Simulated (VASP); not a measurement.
Input of a VASP 6.6.1 run:

INCAR

```
PREC = Accurate
ENCUT = 520
EDIFF = 1E-6
ISMEAR = 0
SIGMA = 0.05
LREAL = False
LASPH = True
NELM = 60
ALGO = Normal
ISIF = 2
LWAVE = False
LCHARG = False
GGA = PS
NBANDS = 16
```

KPOINTS

```
regular mesh
0
Gamma
  9 9 6
```

POSCAR

```
MgO
1.0
    3.5347000000      0.0000000000      0.0000000000
   -1.7673500000      3.0611399948      0.0000000000
    0.0000000000      0.0000000000      5.3206000000
Mg O
2 2
Direct
    0.3333333333      0.6666666667      0.0036583380
    0.6666666667      0.3333333333      0.5036583380
    0.3333333333      0.6666666667      0.4009416620
    0.6666666667      0.3333333333      0.9009416620
```

Potentials or basis: VASP PAW PBE potentials, release 64 (Mg, O).

Launch:

```console
$ cat potpaw_PBE.64/Mg/POTCAR potpaw_PBE.64/O/POTCAR > POTCAR
$ mpirun -np 1 vasp_std > vasp.out
```

(1) Predict the band gap on the k mesh.

(2) What does it give for the pressure?

(3) What does it give for the largest force?

Results:

(1) 2.39 eV, direct.

(2) -16.2 GPa.

(3) 0.101 eV/Å.

Caveat: the PAW data sets were made with another functional, which shifts forces and pressure a little.
